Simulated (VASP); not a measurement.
# WSe2 in VASP: relaxation of the atoms with PBE

Aim: the relaxation of the atoms of WSe2 with PBE.

Everything below comes from runs of VASP 6.6.1. Logs are shortened: lines on timing, memory, paths and dates and some standing lists are left out, and cuts for length are marked.

## (1) The cell of the first run

The cell holds a slab with vacuum, 12 atoms: a = 3.321 Å, b = 3.321 Å, c = 40.922 Å, α = 90.00°, β = 90.00°, γ = 120.00°.

## (2) Relaxation of the atoms, PBE

File INCAR:

```
ALGO = Normal ; DIPOL = 0.5 0.5 0.500
EDIFF = 1E-6 ; EDIFFG = -0.02
ENCUT = 520 ; GGA = PE
IBRION = 2 ; IDIPOL = 3
ISIF = 2 ; ISMEAR = 0
KPAR = 4 ; LASPH = T
LCHARG = F ; LDIPOL = T
LREAL = F ; LWAVE = F
NELM = 100 ; NSW = 80
PREC = Accurate ; SIGMA = 0.05
```

File KPOINTS:

```
k-points
0
Gamma
  9 9 1
```

File POSCAR:

```
WSe2
1.0
    3.3209868302      0.0000000000      0.0000000000
   -1.6604934151      2.8760589606      0.0000000000
    0.0000000000      0.0000000000     40.9217738089
Se W
8 4
Direct
    0.3333333333      0.6666666667      0.1832765128
    0.3333333333      0.6666666667      0.2652882930
    0.6666666667      0.3333333333      0.3670882442
    0.6666666667      0.3333333333      0.4491000244
    0.3333333333      0.6666666667      0.5508999756
    0.3333333333      0.6666666667      0.6329117558
    0.6666666667      0.3333333333      0.7347117070
    0.6666666667      0.3333333333      0.8167234872
    0.6666666667      0.3333333333      0.2242824029
    0.3333333333      0.6666666667      0.4080941343
    0.6666666667      0.3333333333      0.5919058657
    0.3333333333      0.6666666667      0.7757175971
```

Potentials or basis: VASP PAW PBE potentials, release 64 (Se, W_sv).

Started as:

```console
$ cat potpaw_PBE.64/Se/POTCAR potpaw_PBE.64/W_sv/POTCAR > POTCAR
$ mpirun -np 4 vasp_std > vasp.out
```

OUTCAR:

```text
EDIFF = 1E-6
   EDIFFG = -0.02
   ENCUT = 520
   GGA = PE
   IBRION = 2
   ISIF = 2
   ISMEAR = 0
   LASPH = T
   LREAL = F
   NELM = 100
   NSW = 80
   PREC = Accurate

 ion  position               nearest neighbor table
   1  0.333  0.667  0.183-   9 2.55   9 2.55   9 2.55
   2  0.333  0.667  0.265-   9 2.55   9 2.55   9 2.55
   3  0.667  0.333  0.367-  10 2.55  10 2.55  10 2.55
   4  0.667  0.333  0.449-  10 2.55  10 2.55  10 2.55
   5  0.333  0.667  0.551-  11 2.55  11 2.55  11 2.55
   6  0.333  0.667  0.633-  11 2.55  11 2.55  11 2.55
   7  0.667  0.333  0.735-  12 2.55  12 2.55  12 2.55
   8  0.667  0.333  0.817-  12 2.55  12 2.55  12 2.55
   9  0.667  0.333  0.224-   2 2.55   1 2.55   2 2.55   1 2.55   2 2.55   1 2.55
  10  0.333  0.667  0.408-   3 2.55   4 2.55   3 2.55   4 2.55   3 2.55   4 2.55
  11  0.667  0.333  0.592-   5 2.55   6 2.55   5 2.55   6 2.55   5 2.55   6 2.55
  12  0.333  0.667  0.776-   7 2.55   8 2.55   7 2.55   8 2.55   7 2.55   8 2.55

  LATTYP: Found a hexagonal cell.
 ALAT       =     3.3209868302
 C/A-ratio  =    12.3221728664

  Lattice vectors:

 A1 = (   3.3209868302,   0.0000000000,   0.0000000000)
 A2 = (  -1.6604934151,   2.8760589606,   0.0000000000)
 A3 = (   0.0000000000,   0.0000000000,  40.9217738089)

Analysis of symmetry for initial positions (statically):
=====================================================================
 Subroutine PRICEL returns:
 Original cell was already a primitive cell.

 Routine SETGRP: Setting up the symmetry group for a
 hexagonal supercell.

 Subroutine GETGRP returns: Found 12 space group operations
 (whereof 12 operations were pure point group operations)
 out of a pool of 24 trial point group operations.

The static configuration has the point symmetry D_3d.

Analysis of symmetry for dynamics (positions and initial velocities):
=====================================================================
 Subroutine PRICEL returns:
 Original cell was already a primitive cell.

 Routine SETGRP: Setting up the symmetry group for a
 hexagonal supercell.

 Subroutine GETGRP returns: Found 12 space group operations
 (whereof 12 operations were pure point group operations)
 out of a pool of 24 trial point group operations.

The dynamic configuration has the point symmetry D_3d.

 Subroutine INISYM returns: Found 12 space group operations
[... 187 lines left out ...]
      1.66049      0.95869      9.17803        -0.000000     -0.000000     -0.004027
     -0.00000      1.91737     16.69994        -0.000000     -0.000000     -0.000034
      1.66049      0.95869     24.22184        -0.000000      0.000000      0.000034
     -0.00000      1.91737     31.74374         0.000000      0.000000      0.004027
 -----------------------------------------------------------------------------------
    total drift:                                0.000000      0.000000      0.000000

  FREE ENERGIE OF THE ION-ELECTRON SYSTEM (eV)
  ---------------------------------------------------
  free  energy   TOTEN  =       -86.5079020182 eV

  energy  without entropy=      -86.5079020182  energy(sigma->0) =      -86.50790202

--------------------------------------- Ionic step        2  -------------------------------------------

 number of electron     104.0000000 magnetization

 dipolmoment           0.000000      0.000000     -0.000000 electrons x Angstroem

 Free energy of the ion-electron system (eV)
  ---------------------------------------------------
  ext. energy  EPLUGINS =         0.00000000
  ---------------------------------------------------
  free energy    TOTEN  =       -86.50834990 eV

  energy without entropy =      -86.50834990  energy(sigma->0) =      -86.50834990

 E-fermi :   2.0250     XC(G=0):  -7.2515

 val. band max:        1.8082223026   @ k =   0.3333   0.3333   0.0000
 cond. band min:       3.3372364001   @ k =   0.3333   0.3333   0.0000
 fundamental gap:      1.5290140975
 Fermi energy:         2.0249895338

 k-point     1 :       0.0000    0.0000    0.0000
  band No.  band energies     occupation
      1     -72.2971      2.00000
      2     -72.2971      2.00000
      3     -72.2968      2.00000
      4     -72.2968      2.00000
      5     -36.5154      2.00000
      6     -36.5154      2.00000
[... 769 lines left out ...]
     61       5.2066      0.00000
     62       5.2098      0.00000

------------------------ aborting loop because EDIFF is reached ----------------------------------------

 vacuum level on the upper side and lower side of the slab       (xc-potential included)        -0.011        -0.011

  FORCE on cell =-STRESS in cart. coord.  units (eV):
  Direction    XX          YY          ZZ          XY          YZ          ZX
  --------------------------------------------------------------------------------------
  -------------------------------------------------------------------------------------
  Total        0.1849982      0.1849982      0.1140093      0.0000000      0.0000000      0.0000000
  in kB        0.7583310      0.7583310      0.4673382      0.0000000      0.0000000      0.0000000
  external PRESSURE =       0.6613334 kB  Pullay stress =       0.0000000 kB

 VOLUME and BASIS-vectors are now :
 -----------------------------------------------------------------------------
  energy-cutoff  :      520.00
  volume of cell :      390.86
      direct lattice vectors                 reciprocal lattice vectors
     3.320986830  0.000000000  0.000000000     0.301115316  0.173849009  0.000000000
    -1.660493415  2.876058961  0.000000000     0.000000000  0.347698018  0.000000000
     0.000000000  0.000000000 40.921773809     0.000000000  0.000000000  0.024436868

 POSITION                                       TOTAL-FORCE (eV/Angst)
 -----------------------------------------------------------------------------------
     -0.00000      1.91737      7.49790         0.000000      0.000000     -0.010219
     -0.00000      1.91737     10.85827        -0.000000     -0.000000      0.005442
      1.66049      0.95869     15.01971         0.000000      0.000000     -0.007907
      1.66049      0.95869     18.38016         0.000000      0.000000      0.007896
     -0.00000      1.91737     22.54161         0.000000     -0.000000     -0.007896
     -0.00000      1.91737     25.90206         0.000000      0.000000      0.007907
      1.66049      0.95869     30.06350         0.000000      0.000000     -0.005442
      1.66049      0.95869     33.42388         0.000000     -0.000000      0.010219
      1.66049      0.95869      9.17784        -0.000000      0.000000      0.002771
     -0.00000      1.91737     16.69993        -0.000000     -0.000000      0.000046
      1.66049      0.95869     24.22184         0.000000      0.000000     -0.000046
     -0.00000      1.91737     31.74393        -0.000000     -0.000000     -0.002771
 -----------------------------------------------------------------------------------
    total drift:                               -0.000000      0.000000     -0.000000

  FREE ENERGIE OF THE ION-ELECTRON SYSTEM (eV)
  ---------------------------------------------------
  free  energy   TOTEN  =       -86.5083499013 eV

  energy  without entropy=      -86.5083499013  energy(sigma->0) =      -86.50834990

 reached required accuracy - stopping structural energy minimisation

 vacuum level on the upper side and lower side of the slab         6.873         6.873
```

CONTCAR:

```text
WSe2
   1.00000000000000
     3.3209868301999999    0.0000000000000000    0.0000000000000000
    -1.6604934150999999    2.8760589606000000    0.0000000000000000
     0.0000000000000000    0.0000000000000000   40.9217738088999994
  Se              W
     8     4
Direct
     0.3333333332999970    0.6666666667000030    0.1832251224960383
     0.3333333332999970    0.6666666667000030    0.2653421173835372
     0.6666666667000030    0.3333333332999970    0.3670347124343247
     0.6666666667000030    0.3333333332999970    0.4491536147761033
     0.3333333332999970    0.6666666667000030    0.5508463852238966
     0.3333333332999970    0.6666666667000030    0.6329652875656753
     0.6666666667000030    0.3333333332999970    0.7346578826164628
     0.6666666667000030    0.3333333332999970    0.8167748775039617
     0.6666666667000030    0.3333333332999970    0.2242776553015021
     0.3333333332999970    0.6666666667000030    0.4080940942277262
     0.6666666667000030    0.3333333332999970    0.5919059057722738
     0.3333333332999970    0.6666666667000030    0.7757223446984979

  0.00000000E+00  0.00000000E+00  0.00000000E+00
  0.00000000E+00  0.00000000E+00  0.00000000E+00
  0.00000000E+00  0.00000000E+00  0.00000000E+00
  0.00000000E+00  0.00000000E+00  0.00000000E+00
  0.00000000E+00  0.00000000E+00  0.00000000E+00
  0.00000000E+00  0.00000000E+00  0.00000000E+00
  0.00000000E+00  0.00000000E+00  0.00000000E+00
  0.00000000E+00  0.00000000E+00  0.00000000E+00
  0.00000000E+00  0.00000000E+00  0.00000000E+00
  0.00000000E+00  0.00000000E+00  0.00000000E+00
  0.00000000E+00  0.00000000E+00  0.00000000E+00
  0.00000000E+00  0.00000000E+00  0.00000000E+00
```

It took 8.9 min on 4 MPI ranks of Intel Xeon Platinum 8259CL at 2.50GHz (Skylake/Cascade Lake), shared host; peak memory 0.74 GiB.

What came out:

```
Free energy                  : -86.5083 eV
Energy gained by relaxing    : 0.0 meV/atom
Ionic steps                  : 2
Largest force after relaxing : 0.010 eV/Å
Band gap on the k mesh       : 1.53 eV
```

Forces on the atoms (eV/Å):
```
Se   0.000  0.000 -0.010
Se   0.000  0.000  0.005
Se   0.000  0.000 -0.008
Se   0.000  0.000  0.008
Se   0.000  0.000 -0.008
Se   0.000  0.000  0.008
Se   0.000  0.000 -0.005
Se   0.000  0.000  0.010
W    0.000  0.000  0.003
W    0.000  0.000  0.000
W    0.000  0.000  0.000
W    0.000  0.000 -0.003
```

The path:
```
step  energy change (eV)  largest force (eV/Å)  pressure (GPa)
   1              0.0000                0.0457            0.18
   2             -0.0004                0.0102            0.07
```

Final structure:
```yaml
crystal:
  lattice:
    - [3.32099, 0.00000, 0.00000]
    - [-1.66049, 2.87606, 0.00000]
    - [0.00000, 0.00000, 40.92177]
  atoms:
    - { symbol: Se, position: [0.33333, 0.66667, 0.18323] }
    - { symbol: Se, position: [0.33333, 0.66667, 0.26534] }
    - { symbol: Se, position: [0.66667, 0.33333, 0.36703] }
    - { symbol: Se, position: [0.66667, 0.33333, 0.44915] }
    - { symbol: Se, position: [0.33333, 0.66667, 0.55085] }
    - { symbol: Se, position: [0.33333, 0.66667, 0.63297] }
    - { symbol: Se, position: [0.66667, 0.33333, 0.73466] }
    - { symbol: Se, position: [0.66667, 0.33333, 0.81677] }
    - { symbol: W, position: [0.66667, 0.33333, 0.22428] }
    - { symbol: W, position: [0.33333, 0.66667, 0.40809] }
    - { symbol: W, position: [0.66667, 0.33333, 0.59191] }
    - { symbol: W, position: [0.33333, 0.66667, 0.77572] }
```

Caveat: spin-orbit coupling is left out, which moves the levels of the heavy elements.
